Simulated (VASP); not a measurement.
Runs of VASP 6.6.1 on GaP. The structure is that of space group F-43m (No. 216), or close to it. The cells are those of the table. 

```csv
cell,gap on the mesh (eV),pressure (GPa)
"a = 4.162 Å, angles 60.0°, 2 atoms",none,-11.6
"a = 3.700 Å, angles 60.0°, 2 atoms",1.24,12.5
"a = 3.546 Å, angles 60.0°, 2 atoms",(a),(b)
"a = 4.008 Å, angles 60.0°, 2 atoms",0.82,-8.0
"a = 3.624, b = 3.624, c = 3.546 Å, angles 60.7, 60.7, 58.6°, 2 atoms",0.79,26.1
```

Alike in all rows: task single point; level PBEsol; potentials or basis VASP PAW PBE potentials, release 64 (Ga_d, P); no spin polarisation; k mesh 8 × 8 × 8; cutoff (eV) 520; smearing gaussian 0.05 eV.

Problem. Estimate the missing entries.

Solution. (a) 0.88; (b) 34.8.

Caveats: the PAW data sets were made with another functional, which shifts forces and pressure a little; the cell stands under pressure (at least some runs); the cell stands under tension (at least some runs); semilocal functionals underestimate gaps, and a narrow one can read as zero (at least some runs).

A k mesh can miss the band edges, and the runs leave out spin-orbit coupling on Ga.

A gap of «none» marks levels without a gap at the run's occupations.
